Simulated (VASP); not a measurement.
Input of a VASP 6.6.1 run:

Contents of INCAR:

```
PREC     = Accurate       # precision mode
ENCUT    = 520            # plane-wave cutoff, eV
EDIFF    = 1E-6           # SCF threshold, eV
ISMEAR   = 0              # smearing method
SIGMA    = 0.15           # smearing width, eV
LREAL    = F              # projectors in reciprocal space
LASPH    = T              # aspherical terms in the spheres
NELM     = 60             # most SCF steps
ALGO     = Fast           # electronic algorithm
ISIF     = 2              # what is computed and relaxed
LWAVE    = F              # write WAVECAR
LCHARG   = T              # write CHGCAR
GGA      = PS             # functional
LELF     = T              # ELF
LVHAR    = T            
NBANDS   = 15             # bands
```

KPOINTS

```
regular mesh
0
Gamma
  18 18 12
```

POSCAR

```
Os
1.0
    2.6657474761      0.0000000000      0.0000000000
   -1.3328737381      2.3086050344      0.0000000000
    0.0000000000      0.0000000000      4.5356850000
Os
2
Direct
    0.3333333333      0.6666666667      0.2500000000
    0.6666666667      0.3333333333      0.7500000000
```

Potentials or basis: VASP PAW PBE potentials, release 64 (Os).

The run is started by

```bash
$ cat potpaw_PBE.64/Os/POTCAR > POTCAR
$ mpirun -np 1 vasp_std > vasp.out
```

Q: Predict the band gap on the k mesh.

A: Zero (bands 8 and 9 overlap by 3.88 eV).

Q: Predict the pressure.

A: 0.0 GPa.

Stress tensor (GPa, compression positive):
```
 15.43   0.00   0.00
  0.00  15.43   0.00
  0.00   0.00 -30.83
```

Caveat: the cell differs from its parent crystal (strain -0.025 along x and y, +0.050 along z); the PAW data sets were made with another functional, which shifts forces and pressure a little; spin-orbit coupling is left out, which moves the levels of the heavy elements.
